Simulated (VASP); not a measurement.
Crystal: Sc.

```xyz
2
Lattice="3.3194 0.0000 0.0000 -1.6597 2.8747 0.0000 0.0000 0.0000 5.1843" Properties=species:S:1:pos:R:3 pbc="T T T"
Sc    0.0000    1.9164    1.2961
Sc    1.6597    0.9582    3.8882
```

Base run:

- Program: VASP 6.6.1
- Functional: PBE
- Potentials or basis: VASP PAW PBE potentials, release 64 (Sc_sv)
- Cutoff: 520 eV
- k mesh: 11 × 11 × 6
- Occupations: fermi-dirac, width 0.6 eV
- Spin: no spin polarisation

Its results: band gap on the k mesh zero (band 11 reaches 4.76 eV, above the bottom of band 12 at 3.27 eV); pressure 4.0 GPa.

After a change of settings the same cell gave: band gap on the k mesh zero (band 11 reaches 4.68 eV, above the bottom of band 12 at 3.21 eV); pressure 1.9 GPa. Which change was it?
A. occupations from fermi-dirac, width 0.6 eV to gaussian, width 0.2 eV; further incar settings from ALGO = Normal; EDIFF = 1e-06; NBANDS = 18 to ALGO = Normal; EDIFF = 1e-07; NBANDS = 18
B. occupations from fermi-dirac, width 0.6 eV to methfessel-paxton, width 0.03 eV
C. occupations from fermi-dirac, width 0.6 eV to gaussian, width 1 eV

C.
